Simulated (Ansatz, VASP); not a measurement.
# TiN: VASP beside Ansatz

```
CELL_PARAMETERS angstrom
0.00000 2.08645 2.08645
2.08645 0.00000 2.08645
2.08645 2.08645 0.00000
ATOMIC_POSITIONS crystal
Ti 0.00000 0.00000 0.00000
N 0.50000 0.50000 0.50000
```

Alike in both runs: functional LDA; k mesh 18 × 18 × 18; occupations fermi-dirac, width 0.15 eV; no spin polarisation.

Ansatz relaxed the structure, and its values are those at the end. VASP's run is a single point on that final structure, the one shown.

|  | VASP | Ansatz |
| --- | --- | --- |
| version | VASP 6.6.1 | Ansatz 0.2.0 |
| potentials or method | VASP PAW LDA potentials, release 64 (Ti_sv, N_h), cutoff 1330 eV | scalar-relativistic, plane waves, PAW |
| valence electrons in the cell | 17 | 17 |

Ansatz gave:

| Item | Value |
| --- | --- |
| gap on the k mesh at the Fermi level (eV) | none |
| pressure (GPa) | 0.0 |

Problem. Which values does VASP return?

Solution. gap on the k mesh at the Fermi level (eV): none; pressure (GPa): 1.0.

LDA's correlation is that of Perdew and Zunger in VASP and of Perdew and Wang (1992) in Ansatz. A gap of «none» marks a metal or a gap that the smearing closes.
